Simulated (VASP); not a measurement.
## ZnS: single point with PBEsol

ZnS, a slab with vacuum:

```
CELL_PARAMETERS angstrom
3.78763 0.00000 0.00000
-1.89382 3.28018 0.00000
0.00000 0.00000 32.05091
ATOMIC_POSITIONS crystal
S 0.00000 0.00000 0.34320
S 0.33333 0.66667 0.43969
S 0.66667 0.33333 0.53618
S 0.00000 0.00000 0.63267
Zn 0.33333 0.66667 0.36733
Zn 0.66667 0.33333 0.46382
Zn 0.00000 0.00000 0.56031
Zn 0.33333 0.66667 0.65680
```

```
Program                : VASP 6.6.1
Task                   : single point
Functional             : PBEsol
Potentials or basis    : VASP PAW PBE potentials, release 64 (S, Zn)
Cutoff                 : 520 eV
k mesh                 : 9 × 9 × 1
Occupations            : gaussian, width 0.05 eV
Spin                   : no spin polarisation
Dipole correction      : yes
Further INCAR settings : ALGO = Normal; EDIFF = 1e-07; NBANDS = 46
```

```json
{
 "Largest force": "0.925 eV/Å",
 "Band gap on the k mesh": "zero (bands 36 and 37 overlap by 0.45 eV)"
}
```

Forces on the atoms (eV/Å):
```
S    0.000  0.000  0.209
S    0.000  0.000  0.750
S    0.000  0.000  0.599
S    0.000  0.000  0.925
Zn   0.000  0.000 -0.659
Zn   0.000  0.000 -0.665
Zn   0.000  0.000 -0.661
Zn   0.000  0.000 -0.499
```

Levels at points of the mesh, in eV from the Fermi level:
```
           k point  band 32  band 33  band 34  band 35  band 36  band 37  band 38  band 39  band 40  band 41
(0.00, 0.00, 0.00)    -0.79    -0.79    -0.79    -0.05     0.47     0.47     1.45     1.83     2.77     3.13
```

Run time: 11 min on 1 thread of Intel(R) Xeon(R) 6975P-C (Granite Rapids) (shared host), peak memory 0.52 GiB.

Caveat: the PAW data sets were made with another functional, which shifts forces and pressure a little.
